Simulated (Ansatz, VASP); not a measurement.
MgO: VASP beside Ansatz

```
Mg O
1.0
     2.08062   -2.08062    0.00000
     2.08062    0.00000   -2.08062
     9.04470    8.52455    8.00439
Mg O
6 6
Cartesian
  5.2015 1.0403 3.1209
  3.1209 1.0403 1.0403
  7.2822 3.1209 3.1209
  11.4434 5.2015 5.2015
  7.2822 5.2015 5.2015
  3.1209 -1.0403 -1.0403
  5.2015 1.0403 1.0403
  1.0403 1.0403 1.0403
  5.2015 3.1209 3.1209
  9.3628 5.2015 5.2015
  9.3628 3.1209 3.1209
  9.3628 7.2822 7.2822
```

Alike in both runs: task single point; functional LDA; k mesh 9 × 9 × 2; occupations gaussian, width 0.05 eV; no spin polarisation.

|  | VASP | Ansatz |
| --- | --- | --- |
| version | VASP 6.6.1 | Ansatz 0.2.0 |
| potentials or method | VASP PAW LDA potentials, release 64 (Mg, O), cutoff 520 eV | scalar-relativistic, plane waves, PAW |
| valence electrons in the cell | 48 | 96 |

|  | VASP | Ansatz | Ansatz less VASP |
| --- | --- | --- | --- |
| gap on the k mesh at the Fermi level (eV) | 2.84 | 2.88 | +0.038 |
| least direct gap on the mesh (eV) | 2.84 | 2.88 | +0.038 |
| pressure (GPa) | -2.9 | -1.1 | +1.79 |
| traceless stress, the component that is largest in VASP (GPa) | -3.52 | -3.48 | +0.039 |
| rms of the force components (eV/Å) | 0.418 | 0.415 | -0.0028 |

Ansatz warns that its potentials were made for another functional, while VASP's fit it. LDA's correlation is that of Perdew and Zunger in VASP and of Perdew and Wang (1992) in Ansatz. Atom by atom the forces differ by 0.006 eV/Å (rms over components). VASP's potentials hold 48 valence electrons a cell and Ansatz's 96, so a difference there can come from the potentials and not from the codes.
